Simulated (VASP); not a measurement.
# Pb (P6_3/mmc) in VASP: notebook, part 3 of 3

VASP 6.6.1. The steps go on from the part before.

## (4) Single point, PBEsol (volume scaled by 0.94)

Input file INCAR:

```
SYSTEM = Pb
PREC = Accurate
ENCUT = 520
EDIFF = 1E-6
ISMEAR = -1
SIGMA = 0.05
LREAL = .FALSE.
LASPH = .TRUE.
NELM = 60
ALGO = Normal
ISIF = 2
LWAVE = .FALSE.
LCHARG = .FALSE.
GGA = PS
NBANDS = 36
```

Input file KPOINTS:

```
Automatic mesh
0
G
  9 9 3
  0 0 0
```

Input file POSCAR:

```
Pb
1.0
    3.4524201150      0.0000000000      0.0000000000
   -1.7262100576      2.9898835242      0.0000000000
    0.0000000000      0.0000000000     11.2605791934
Pb
4
Direct
    0.6666666667      0.3333333333      0.7500000000
    0.0000000000      0.0000000000      0.5000000000
    0.3333333333      0.6666666667      0.2500000000
    0.0000000000      0.0000000000      0.0000000000
```

Potentials or basis: VASP PAW PBE potentials, release 64 (Pb_d).

On the command line:

```console
cat potpaw_PBE.64/Pb_d/POTCAR > POTCAR
mpirun -np 1 vasp_std > vasp.out
```

OUTCAR:

```text
SYSTEM = Pb
   PREC = Accurate
   ENCUT = 520
   EDIFF = 1E-6
   ISMEAR = -1
   LREAL = .FALSE.
   LASPH = .TRUE.
   NELM = 60
   ISIF = 2
   GGA = PS

 ion  position               nearest neighbor table
   1  0.667  0.333  0.750-   2 3.45   4 3.45   2 3.45   4 3.45   2 3.45   4 3.45
   2  0.000  0.000  0.500-   1 3.45   3 3.45   1 3.45   3 3.45   1 3.45   3 3.45
   3  0.333  0.667  0.250-   2 3.45   4 3.45   2 3.45   4 3.45   2 3.45   4 3.45
   4  0.000  0.000  0.000-   1 3.45   3 3.45   1 3.45   3 3.45   1 3.45   3 3.45

  LATTYP: Found a hexagonal cell.
 ALAT       =     3.4524201150
 C/A-ratio  =     3.2616480087

  Lattice vectors:

 A1 = (   3.4524201150,   0.0000000000,   0.0000000000)
 A2 = (  -1.7262100576,   2.9898835242,   0.0000000000)
 A3 = (   0.0000000000,   0.0000000000,  11.2605791934)

Analysis of symmetry for initial positions (statically):
=====================================================================
 Subroutine PRICEL returns:
 Original cell was already a primitive cell.

 Routine SETGRP: Setting up the symmetry group for a
 hexagonal supercell.

 Subroutine GETGRP returns: Found 24 space group operations
[... 170 lines left out ...]
 E-fermi :   7.5735     XC(G=0): -10.5488

 val. band max:        7.4350008655   @ k =   0.3333   0.1111   0.3333
 cond. band min:       7.5741185423   @ k =   0.3333   0.0000   0.3333
 fundamental gap:      0.1391176768
 Fermi energy:         7.5734786163

 k-point     1 :       0.0000    0.0000    0.0000
  band No.  band energies     occupation
      1      -9.4944      2.00000
      2      -9.4781      2.00000
      3      -9.4503      2.00000
      4      -9.4503      2.00000
      5      -9.4335      2.00000
      6      -9.4329      2.00000
[... 925 lines left out ...]
     35      10.6698      0.00000
     36      11.5993      0.00000

------------------------ aborting loop because EDIFF is reached ----------------------------------------

  FORCE on cell =-STRESS in cart. coord.  units (eV):
  Direction    XX          YY          ZZ          XY          YZ          ZX
  --------------------------------------------------------------------------------------
  -------------------------------------------------------------------------------------
  Total        0.8340818      0.8340818      1.2832952     -0.0000000      0.0000000      0.0000000
  in kB       11.4968952     11.4968952     17.6888058     -0.0000000      0.0000000      0.0000000
  external PRESSURE =      13.5608654 kB  Pullay stress =       0.0000000 kB

 VOLUME and BASIS-vectors are now :
 -----------------------------------------------------------------------------
  energy-cutoff  :      520.00
  volume of cell :      116.24
      direct lattice vectors                 reciprocal lattice vectors
     3.452420115  0.000000000  0.000000000     0.289651887  0.167230595  0.000000000
    -1.726210058  2.989883524  0.000000000     0.000000000  0.334461190  0.000000000
     0.000000000  0.000000000 11.260579193     0.000000000  0.000000000  0.088805379

 POSITION                                       TOTAL-FORCE (eV/Angst)
 -----------------------------------------------------------------------------------
      1.72621      0.99663      8.44543        -0.000000     -0.000000      0.000000
      0.00000      0.00000      5.63029        -0.000000     -0.000000     -0.000000
     -0.00000      1.99326      2.81514         0.000000      0.000000      0.000000
      0.00000      0.00000      0.00000        -0.000000     -0.000000     -0.000000
 -----------------------------------------------------------------------------------
    total drift:                                0.000000     -0.000000      0.000000

  FREE ENERGIE OF THE ION-ELECTRON SYSTEM (eV)
  ---------------------------------------------------
  free  energy   TOTEN  =       -16.0102492222 eV

  energy  without entropy=      -16.0022453866  energy(sigma->0) =      -16.00624730
```

OSZICAR:

```text
N       E                     dE             d eps       ncg     rms          rms(c)
DAV:   1     0.685665660620E+03    0.68567E+03   -0.27320E+04  1728   0.192E+03
DAV:   2     0.508474412760E+02   -0.63482E+03   -0.62464E+03  1728   0.505E+02
DAV:   3    -0.132150423027E+02   -0.64062E+02   -0.62898E+02  2032   0.205E+02
DAV:   4    -0.159799081918E+02   -0.27649E+01   -0.27593E+01  2104   0.471E+01
DAV:   5    -0.160847493182E+02   -0.10484E+00   -0.10484E+00  2228   0.785E+00    0.125E+00
DAV:   6    -0.160266100145E+02    0.58139E-01   -0.12589E-01  2512   0.383E+00    0.587E-01
DAV:   7    -0.160112536192E+02    0.15356E-01   -0.54046E-02  2208   0.251E+00    0.189E-01
DAV:   8    -0.160103163188E+02    0.93730E-03   -0.31840E-03  2072   0.682E-01    0.552E-02
DAV:   9    -0.160102533742E+02    0.62945E-04   -0.22683E-04  2404   0.116E-01    0.885E-03
DAV:  10    -0.160102490603E+02    0.43139E-05   -0.16039E-05  2120   0.360E-02    0.435E-03
DAV:  11    -0.160102492222E+02   -0.16185E-06   -0.76970E-07   984   0.108E-02
   1 F= -.16010249E+02 E0= -.16006247E+02  d E =-.800384E-02
```

stdout:

```text
POSCAR found type information on POSCAR Pb
 POSCAR found :  1 types and       4 ions
 scaLAPACK will be used
 -----------------------------------------------------------------------------
|                                                                             |
|                                                                             |
|     You enforced a specific xc type in the INCAR file but a different       |
|     I HOPE YOU KNOW WHAT YOU ARE DOING!                                     |
|                                                                             |
 -----------------------------------------------------------------------------

 LDA part: xc-table for (Slater+PW92), standard interpolation
 POSCAR, INCAR and KPOINTS ok, starting setup
 FFT: planning ... GRIDC
 FFT: planning ... GRID_SOFT
 FFT: planning ... GRID
 WAVECAR not read
 entering main loop
```

Wall time 85 s (1 thread of Intel Xeon 6975P-C, shared host); peak memory 0.27 GiB.

Results:

| Quantity | Value |
| --- | --- |
| Free energy | -16.0102 eV |
| Pressure | 1.4 GPa |
| Band gap on the k mesh | zero (band 28 reaches 13.48 eV, above the bottom of band 29 at 5.38 eV) |

Caveat: the PAW data sets were made with another functional, which shifts forces and pressure a little; spin-orbit coupling is left out, which moves the levels of the heavy elements.

## (5) Single point, PBEsol (volume scaled by 0.96)

Input file INCAR:

```
SYSTEM = Pb
PREC     = Accurate       ! precision mode
ENCUT    = 520            ! plane-wave cutoff, eV
EDIFF    = 1E-7           ! SCF threshold, eV
ISMEAR   = -1             ! smearing method
SIGMA    = 0.05           ! smearing width, eV
LREAL    = .FALSE.        ! projectors in reciprocal space
LASPH    = .TRUE.         ! aspherical terms in the spheres
NELM     = 80             ! most SCF steps
ALGO     = Normal         ! electronic algorithm
ISIF     = 2              ! what is computed and relaxed
LWAVE    = .FALSE.        ! write WAVECAR
LCHARG   = .FALSE.        ! write CHGCAR
GGA      = PS             ! functional
NBANDS   = 36             ! bands
```

Input file KPOINTS:

```
regular mesh
0
G
  9 9 3
  0 0 0
```

Input file POSCAR:

```
Pb
1.0
    3.4767337338      0.0000000000      0.0000000000
   -1.7383668669      3.0109397357      0.0000000000
    0.0000000000      0.0000000000     11.3398816597
Pb
4
Direct
    0.6666666667      0.3333333333      0.7500000000
    0.0000000000      0.0000000000      0.5000000000
    0.3333333333      0.6666666667      0.2500000000
    0.0000000000      0.0000000000      0.0000000000
```

On the command line:

```console
cat potpaw_PBE.64/Pb_d/POTCAR > POTCAR
mpirun -np 1 vasp_std > vasp.out
```

Run time: 82 s. Hardware: 1 thread of Intel Xeon 6975P-C, shared host; peak memory 0.27 GiB.

Results (log left out):

| Quantity | Value |
| --- | --- |
| Free energy | -16.0241 eV |
| Pressure | 0.3 GPa |
| Band gap on the k mesh | zero (band 28 reaches 13.12 eV, above the bottom of band 29 at 5.19 eV) |

Stress tensor (GPa, compression positive):
```
0.06 0.00 0.00
0.00 0.06 0.00
0.00 0.00 0.63
```

Levels at points of the mesh, in eV from the Fermi level:
```
           k point  band 24  band 25  band 26  band 27  band 28  band 29  band 30  band 31  band 32  band 33
(0.00, 0.00, 0.00)    -8.12    -4.31     0.81     0.81     5.69     5.69     6.51     6.51     6.58     6.58
```

Caveat: the PAW data sets were made with another functional, which shifts forces and pressure a little; spin-orbit coupling is left out, which moves the levels of the heavy elements.

## (6) Single point, PBEsol (volume scaled by 0.98)

Input file INCAR:

```
PREC     = Accurate       # precision mode
ENCUT    = 520            # plane-wave cutoff, eV
EDIFF    = 1E-6           # SCF threshold, eV
ISMEAR   = -1             # smearing method
SIGMA    = 0.05           # smearing width, eV
LREAL    = False          # projectors in reciprocal space
LASPH    = True           # aspherical terms in the spheres
NELM     = 80             # most SCF steps
ALGO     = Normal         # electronic algorithm
ISIF     = 2              # what is computed and relaxed
LWAVE    = False          # write WAVECAR
LCHARG   = True           # write CHGCAR
GGA      = PS             # functional
LELF     = True           # ELF
LVHAR    = True         
NBANDS   = 36             # bands
```

Input file KPOINTS:

```
regular mesh
0
Gamma
  9 9 3
```

Input file POSCAR:

```
Pb
1.0
    3.5007119655      0.0000000000      0.0000000000
   -1.7503559828      3.0317054935      0.0000000000
    0.0000000000      0.0000000000     11.4180902115
Pb
4
Direct
    0.6666666667      0.3333333333      0.7500000000
    0.0000000000      0.0000000000      0.5000000000
    0.3333333333      0.6666666667      0.2500000000
    0.0000000000      0.0000000000      0.0000000000
```

Potentials or basis: VASP PAW PBE potentials, release 64 (Pb_d).

On the command line:

```console
cat potpaw_PBE.64/Pb_d/POTCAR > POTCAR
mpirun -np 1 vasp_std > vasp.out
```

Wall time 1.8 min (1 thread of Intel Xeon 6975P-C, shared host); peak memory 0.28 GiB.

Results (log left out):

| Item | Value |
| --- | --- |
| Free energy | -16.0218 eV |
| Pressure | -0.7 GPa |
| Band gap on the k mesh | zero (band 28 reaches 12.77 eV, above the bottom of band 29 at 5.02 eV) |

Stress tensor (GPa, compression positive):
```
-0.90  0.00  0.00
 0.00 -0.90  0.00
 0.00  0.00 -0.39
```

Levels at points of the mesh, in eV from the Fermi level:
| k point | band 26 | band 27 | band 28 | band 29 | band 30 | band 31 |
| --- | --- | --- | --- | --- | --- | --- |
| (0.00, 0.00, 0.00) | 0.78 | 0.79 | 5.58 | 5.58 | 6.37 | 6.37 |

Caveat: the PAW data sets were made with another functional, which shifts forces and pressure a little; spin-orbit coupling is left out, which moves the levels of the heavy elements.

## (7) Summary

| cell | gap on the mesh (eV) | pressure (GPa) |
| --- | --- | --- |
| a = 3.571, b = 3.571, c = 11.647 Å, angles 90.0, 90.0, 120.0°, 4 atoms | none | -3.1 |
| a = 3.593, b = 3.593, c = 11.721 Å, angles 90.0, 90.0, 120.0°, 4 atoms | none | -3.7 |
| a = 3.452, b = 3.452, c = 11.261 Å, angles 90.0, 90.0, 120.0°, 4 atoms | none | 1.4 |
| a = 3.477, b = 3.477, c = 11.340 Å, angles 90.0, 90.0, 120.0°, 4 atoms | none | 0.3 |
| a = 3.501, b = 3.501, c = 11.418 Å, angles 90.0, 90.0, 120.0°, 4 atoms | none | -0.7 |

Alike in all rows: task single point; level PBEsol; potentials or basis VASP PAW PBE potentials, release 64 (Pb_d); no spin polarisation; k mesh 9 × 9 × 3; cutoff (eV) 520; smearing fermi-dirac 0.05 eV.

Caveats: the PAW data sets were made with another functional, which shifts forces and pressure a little; spin-orbit coupling is left out, which moves the levels of the heavy elements.

Total energies depend on the potentials used, so only differences within one code and one set of settings carry meaning.
